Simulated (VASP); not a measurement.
# Ti (I4/mmm) in VASP: notebook, part 2 of 2

VASP 6.6.1.

## 4. Single point, LDA (strain +0.015 along x and y, +0.000 along z)

INCAR

```
SYSTEM = Ti
PREC = Accurate
ENCUT = 520
EDIFF = 1E-7
ISMEAR = 0
SIGMA = 0.15
LREAL = .FALSE.
LASPH = .TRUE.
NELM = 60
ALGO = Fast
ISIF = 2
LWAVE = .FALSE.
LCHARG = .TRUE.
GGA = CA
LELF = .TRUE.
LVHAR = .TRUE.
NBANDS = 12
```

KPOINTS

```
regular mesh
0
G
  20 20 20
  0 0 0
```

POSCAR

```
Ti
1.0
   -1.6656150000      1.6656150000      1.6410000000
    1.6656150000     -1.6656150000      1.6410000000
    1.6656150000      1.6656150000     -1.6410000000
Ti
1
Direct
    0.0000000000      0.0000000000      0.0000000000
```

Potentials or basis: VASP PAW LDA potentials, release 64 (Ti_sv).

Started as:

```
$ cat potpaw_LDA.64/Ti_sv/POTCAR > POTCAR
$ mpirun -np 1 vasp_std > vasp.out
```

OUTCAR:

```text
SYSTEM = Ti
   PREC = Accurate
   ENCUT = 520
   EDIFF = 1E-7
   ISMEAR = 0
   LREAL = .FALSE.
   LASPH = .TRUE.
   NELM = 60
   ISIF = 2
   GGA = CA

 ion  position               nearest neighbor table
   1  0.000  0.000  0.000-

  LATTYP: Found a body centered tetragonal cell.
 ALAT       =     3.3312300000
 C/A-ratio  =     0.9852216749

  Lattice vectors:

 A1 = (  -1.6656150000,   1.6656150000,   1.6410000000)
 A2 = (   1.6656150000,  -1.6656150000,   1.6410000000)
 A3 = (   1.6656150000,   1.6656150000,  -1.6410000000)

Analysis of symmetry for initial positions (statically):
=====================================================================
 Subroutine PRICEL returns:
 Original cell was already a primitive cell.

 Routine SETGRP: Setting up the symmetry group for a
 body centered tetragonal supercell.

 Subroutine GETGRP returns: Found 16 space group operations
 (whereof 16 operations were pure point group operations)
 out of a pool of 16 trial point group operations.

The static configuration has the point symmetry D_4h.

Analysis of symmetry for dynamics (positions and initial velocities):
=====================================================================
 Subroutine PRICEL returns:
 Original cell was already a primitive cell.

 Routine SETGRP: Setting up the symmetry group for a
 body centered tetragonal supercell.

 Subroutine GETGRP returns: Found 16 space group operations
 (whereof 16 operations were pure point group operations)
 out of a pool of 16 trial point group operations.

The dynamic configuration has the point symmetry D_4h.

 Subroutine INISYM returns: Found 16 space group operations
 (whereof 16 operations are pure point group operations),
 and found     1 'primitive' translations

----------------------------------------------------------------------------------------

                                     Primitive cell

  volume of cell :      18.2103

  direct lattice vectors                    reciprocal lattice vectors
    -1.665615000  1.665615000  1.641000000     0.000000000  0.300189420  0.304692261
     1.665615000 -1.665615000  1.641000000     0.300189420  0.000000000  0.304692261
     1.665615000  1.665615000 -1.641000000     0.300189420  0.300189420  0.000000000

  length of vectors
     2.870788682  2.870788682  2.870788682     0.427727789  0.427727789  0.424531948

  position of ions in fractional coordinates (direct lattice)
     0.000000000  0.000000000  0.000000000

  ion indices of the primitive-cell ions
   primitive index   ion index
                 1           1

----------------------------------------------------------------------------------------

 KPOINTS: regular mesh

Automatic generation of k-mesh.
 Grid dimensions read from file:
 generate k-points for:   20   20   20

 Generating k-lattice:

  Cartesian coordinates                     Fractional coordinates (reciprocal lattice)
     0.000000000  0.015009471  0.015234613     0.050000000  0.000000000  0.000000000
     0.015009471  0.000000000  0.015234613     0.000000000  0.050000000  0.000000000
     0.015009471  0.015009471  0.000000000     0.000000000  0.000000000  0.050000000

  Length of vectors
     0.021386389  0.021386389  0.021226597

  Shift w.r.t. Gamma in fractional coordinates (k-lattice)
     0.000000000  0.000000000  0.000000000

 Subroutine IBZKPT returns following result:
 ===========================================

 Found    641 irreducible k-points:

 Following reciprocal coordinates:
            Coordinates               Weight
  0.000000  0.000000  0.000000      1.000000
  0.050000 -0.000000  0.000000      8.000000
  0.100000 -0.000000  0.000000      8.000000
  0.150000 -0.000000  0.000000      8.000000
  0.200000 -0.000000  0.000000      8.000000
  0.250000  0.000000  0.000000      8.000000
[... 16 lines left out ...]
 -0.400000  0.050000  0.000000     16.000000
 -0.350000  0.050000 -0.000000     16.000000
 [... further k-points ...]
   k-points           NKPTS =    641   k-points in BZ     NKDIM =    641   number of bands    NBANDS=     12
   number of dos      NEDOS =    301   number of ions     NIONS =      1
   total plane-waves  NPLWV =  13824
   dimension x,y,z NGX =    24 NGY =   24 NGZ =   24
   dimension x,y,z NGXF=    48 NGYF=   48 NGZF=   48
   ions per type =               1
   NGX,Y,Z   is equivalent  to a cutoff of  13.90, 13.90, 13.90 a.u.
   NGXF,Y,Z  is equivalent  to a cutoff of  27.80, 27.80, 27.80 a.u.
 SYSTEM =  Ti
   PREC   = accura    normal or accurate (medium, high low for compatibility)
   ISTART =      0    job   : 0-new  1-cont  2-samecut
   ICHARG =      2    charge: 1-file 2-atom 10-const
   ISPIN  =      1    spin polarized calculation?
   LNONCOLLINEAR =      F non collinear calculations
   LSORBIT =      F    spin-orbit coupling
   LASPH  =      T    aspherical Exc in radial PAW
   ENCUT  =  520.0 eV  38.22 Ry    6.18 a.u.   5.34  5.34  5.34*2*pi/ulx,y,z
   NELM   =     60;   NELMIN=  2; NELMDL= -5     # of ELM steps
   EDIFF  = 0.1E-06   stopping-criterion for ELM
   LREAL  =      F    real-space projection
   EDIFFG = 0.1E-05   stopping-criterion for IOM
   NSW    =      0    number of steps for IOM
   IBRION =     -1    ionic relax: 0-MD 1-quasi-New 2-CG
   NFREE  =      0    steps in history (QN), initial steepest desc. (CG)
   ISIF   =      2    stress and relaxation
   ISYM   =      2    0-nonsym 1-usesym 2-fastsym
   POTIM  = 0.5000    time-step for ionic-motion
   TEBEG  =    0.0;   TEEND  =   0.0 temperature during run
   PSTRESS=    0.0 pullay stress
   NELECT =      12.0000    total number of electrons
   NUPDOWN=      -1.0000    fix difference up-down
   EMIN   =  10.00;   EMAX   =-10.00  energy-range for DOS
   EFERMI =   0.00;   METHOD = LEGACY
   ISMEAR =     0;   SIGMA  =   0.15  broadening in eV -4-tet -1-fermi 0-gaus
   EFERMI_NEDOS =   21; number of points for ismear=-14 and -15
   IALGO  =     68    algorithm
   IMIX   =      4    mixing-type and parameters
     AMIX     =   0.40;   BMIX     =  1.00
     AMIX_MAG =   1.60;   BMIX_MAG =  1.00
  volume/ion in A,a.u.               =      18.21       122.89
  Fermi-wavevector in a.u.,A,eV,Ry     =   1.424610  2.692122 27.613208  2.029514
  Thomas-Fermi vector in A             =   2.545083
   LORBIT       =      0    0 simple, 1 ext, 2 COOP (PROOUT), +10 PAW based schemes
   GGA     = CA    functional components
   LHFCALC =     F    Hartree Fock is set to
   AEXX    =    0.0000 exact exchange contribution
   IVDW    =     0    specifies the selected vdW correction
   LEPSILON=     F    determine dielectric tensor
   LRPA    =     F    only Hartree local field effects (RPA)
 non-spin polarized calculation
 RMM-DIIS sequential band-by-band and
 Gauss-broadening in eV      SIGMA  =   0.15
  energy-cutoff  :      520.00
  volume of cell :       18.21
 maximum number of plane-waves:       507
 NGX is ok and might be reduce to    24
   NGX = 11   NGY = 11   NGZ = 11

 number of electron      12.0000003 magnetization

 Free energy of the ion-electron system (eV)
  ---------------------------------------------------
  ext. energy  EPLUGINS =         0.00000000
  ---------------------------------------------------
  free energy    TOTEN  =        -8.36643090 eV

  energy without entropy =       -8.33832620  energy(sigma->0) =       -8.35237855

 E-fermi :   7.3623     XC(G=0): -11.5557

 val. band max:        7.3619103417   @ k =  -0.1000  -0.3000   0.0500
 cond. band min:       7.3624557030   @ k =  -0.3500   0.3000  -0.0000
 fundamental gap:      0.0005453612
 Fermi energy:         7.3622661601

 k-point     1 :       0.0000    0.0000    0.0000
  band No.  band energies     occupation
      1     -48.5586      2.00000
      2     -24.8382      2.00000
      3     -24.8370      2.00000
      4     -24.8370      2.00000
      5       1.5922      2.00000
      6       8.2036      0.00000
      7       8.3027      0.00000
      8       8.3027      0.00000
      9       9.8827      0.00000
     10       9.9983      0.00000
     11      24.4405      0.00000
     12      24.4406      0.00000
[... 331 lines left out ...]
 k-point    24 :      -0.3500    0.0500   -0.0000
  band No.  band energies     occupation
      1     -48.4740      2.00000
      2     -25.2747      2.00000
      3     -24.9791      2.00000
      4     -24.8472      2.00000
      5       4.3364      2.00000
      6       7.2624      1.65354
      7       7.6322      0.01093
      8       9.7882      0.00000
      9      10.1360      0.00000
     10      10.3969      0.00000
     11      18.6799      0.00000
     12      21.6039      0.00000

 [... further k-points ...]
[... 5 lines left out ...]
  --------------------------------------------------------------------------------------
  -------------------------------------------------------------------------------------
  Total       -1.4746490     -1.4746490     -1.5182278      0.0000000      0.0000000      0.0000000
  in kB     -129.7422482   -129.7422482   -133.5763899      0.0000000      0.0000000      0.0000000
  external PRESSURE =    -131.0202954 kB  Pullay stress =       0.0000000 kB

 VOLUME and BASIS-vectors are now :
 -----------------------------------------------------------------------------
  energy-cutoff  :      520.00
  volume of cell :       18.21
      direct lattice vectors                 reciprocal lattice vectors
    -1.665615000  1.665615000  1.641000000     0.000000000  0.300189420  0.304692261
     1.665615000 -1.665615000  1.641000000     0.300189420  0.000000000  0.304692261
     1.665615000  1.665615000 -1.641000000     0.300189420  0.300189420  0.000000000

 POSITION                                       TOTAL-FORCE (eV/Angst)
 -----------------------------------------------------------------------------------
      0.00000      0.00000      0.00000         0.000000      0.000000      0.000000
 -----------------------------------------------------------------------------------
    total drift:                                0.000000      0.000000      0.000000

  FREE ENERGIE OF THE ION-ELECTRON SYSTEM (eV)
  ---------------------------------------------------
  free  energy   TOTEN  =        -8.3664308984 eV

  energy  without entropy=       -8.3383262034  energy(sigma->0) =       -8.35237855
```

stdout:

```text
POSCAR found type information on POSCAR Ti
 POSCAR found :  1 types and       1 ions
 scaLAPACK will be used
 LDA part: xc-table for (Slater(with rela. corr.)+CA(PZ))
 , standard interpolation
 POSCAR, INCAR and KPOINTS ok, starting setup
 FFT: planning ... GRIDC
 FFT: planning ... GRID_SOFT
 FFT: planning ... GRID
 WAVECAR not read
 entering main loop
WARNING in EDDRMM: call to ZHEGV failed, returncode =   8  4      5
WARNING in EDDRMM: call to ZHEGV failed, returncode =   8  4      5
WARNING in EDDRMM: call to ZHEGV failed, returncode =   8  4      9
WARNING in EDDRMM: call to ZHEGV failed, returncode =   6  3      7
WARNING in EDDRMM: call to ZHEGV failed, returncode =   6  3      6
WARNING in EDDRMM: call to ZHEGV failed, returncode =   6  3      5
WARNING in EDDRMM: call to ZHEGV failed, returncode =   8  4      6
WARNING in EDDRMM: call to ZHEGV failed, returncode =   6  3      8
WARNING in EDDRMM: call to ZHEGV failed, returncode =   6  3      6
WARNING in EDDRMM: call to ZHEGV failed, returncode =   6  3      6
[... 14 lines left out ...]
WARNING in EDDRMM: call to ZHEGV failed, returncode =   6  3      6
WARNING in EDDRMM: call to ZHEGV failed, returncode =   6  3      8
WARNING in EDDRMM: call to ZHEGV failed, returncode =   6  3     10
WARNING in EDDRMM: call to ZHEGV failed, returncode =   6  3      5
WARNING in EDDRMM: call to ZHEGV failed, returncode =   6  3      7
WARNING in EDDRMM: call to ZHEGV failed, returncode =   6  3      6
WARNING in EDDRMM: call to ZHEGV failed, returncode =   6  3      8
WARNING in EDDRMM: call to ZHEGV failed, returncode =   6  3      7
WARNING in EDDRMM: call to ZHEGV failed, returncode =   6  3      5
WARNING in EDDRMM: call to ZHEGV failed, returncode =   6  3      7
```

Run time: 2.8 min. Hardware: 1 thread of Intel Xeon Platinum 8259CL at 2.50GHz (Skylake/Cascade Lake), shared host; peak memory 0.25 GiB.

What came out:

- Free energy: -8.3664 eV
- Pressure: -13.1 GPa
- Band gap on the k mesh: zero (band 6 reaches 8.27 eV, above the bottom of band 7 at 6.74 eV)

Levels at points of the mesh, in eV from the Fermi level:
```csv
k point,band 4,band 5,band 6,band 7,band 8,band 9
"(0.00, 0.00, 0.00)",-32.20,-5.77,0.84,0.94,0.94,2.52
"(0.50, 0.00, 0.00)",-32.21,-2.33,-0.42,1.14,2.58,2.91
"(0.50, 0.50, 0.00)",-32.20,-2.34,-0.30,1.05,2.48,2.85
"(0.50, 0.50, 0.50)",-32.60,-1.97,-1.93,3.67,3.67,3.70
```

Caveat: the cell differs from its parent crystal (strain +0.015 along x and y, +0.000 along z).

## 5. Single point, LDA (strain +0.030 along x and y, -0.015 along z)

INCAR

```
PREC     = Accurate       # precision mode
ENCUT    = 520            # plane-wave cutoff, eV
EDIFF    = 1E-6           # SCF threshold, eV
ISMEAR   = 0              # smearing method
SIGMA    = 0.15           # smearing width, eV
LREAL    = F              # projectors in reciprocal space
LASPH    = T              # aspherical terms in the spheres
NELM     = 100            # most SCF steps
ALGO     = Fast           # electronic algorithm
ISIF     = 2              # what is computed and relaxed
LWAVE    = F              # write WAVECAR
LCHARG   = T              # write CHGCAR
LELF     = T              # ELF
LVHAR    = T            
NBANDS   = 12             # bands
```

KPOINTS

```
regular mesh
0
Gamma
  20 20 20
```

POSCAR

```
Ti
1.0
   -1.6902300000      1.6902300000      1.6163850000
    1.6902300000     -1.6902300000      1.6163850000
    1.6902300000      1.6902300000     -1.6163850000
Ti
1
Direct
    0.0000000000      0.0000000000      0.0000000000
```

Started as:

```
$ cat potpaw_LDA.64/Ti_sv/POTCAR > POTCAR
$ mpirun -np 1 vasp_std > vasp.out
```

Wall time 2.4 min (1 thread of Intel Xeon Platinum 8259CL at 2.50GHz (Skylake/Cascade Lake), shared host); peak memory 0.24 GiB.

Results (log left out):

| Property | Result |
| --- | --- |
| Free energy | -8.3463 eV |
| Pressure | -14.1 GPa |
| Band gap on the k mesh | zero (band 6 reaches 8.12 eV, above the bottom of band 7 at 6.63 eV) |

Stress tensor (GPa, compression positive):
```
-13.66   0.00   0.00
  0.00 -13.66   0.00
  0.00   0.00 -14.97
```

Levels at points of the mesh, in eV from the Fermi level:
```csv
k point,band 4,band 5,band 6,band 7,band 8,band 9
"(0.00, 0.00, 0.00)",-32.25,-5.74,0.70,0.99,0.99,2.34
"(0.50, 0.00, 0.00)",-32.26,-2.31,-0.49,1.17,2.53,2.95
"(0.50, 0.50, 0.00)",-32.24,-2.32,-0.14,0.88,2.27,2.73
"(0.50, 0.50, 0.50)",-32.61,-1.96,-1.86,3.58,3.58,3.66
```

Caveat: the cell differs from its parent crystal (strain +0.030 along x and y, -0.015 along z).

## 6. Summary

```tsv
cell	further INCAR settings	gap on the mesh (eV)	pressure (GPa)
a = 2.871 Å, angles 110.3, 110.3, 107.9°, 1 atom	ALGO = Fast; EDIFF = 1e-07; NBANDS = 12	none	-13.1
a = 2.872 Å, angles 107.9, 107.9, 112.7°, 1 atom	ALGO = Fast; EDIFF = 1e-06; NBANDS = 12	none	-13.0
a = 2.871 Å, angles 109.1, 109.1, 110.3°, 1 atom	ALGO = Fast; EDIFF = 1e-07; NBANDS = 12	none	-13.1
a = 2.886 Å, angles 108.3, 108.3, 111.9°, 1 atom	ALGO = Fast; EDIFF = 1e-06; NBANDS = 12	none	-14.1
```

Alike in all rows: task single point; level LDA; potentials or basis VASP PAW LDA potentials, release 64 (Ti_sv); no spin polarisation; k mesh 20 × 20 × 20; cutoff (eV) 520; smearing gaussian 0.15 eV.

Total energies depend on the potentials used, so only differences within one code and one set of settings carry meaning.
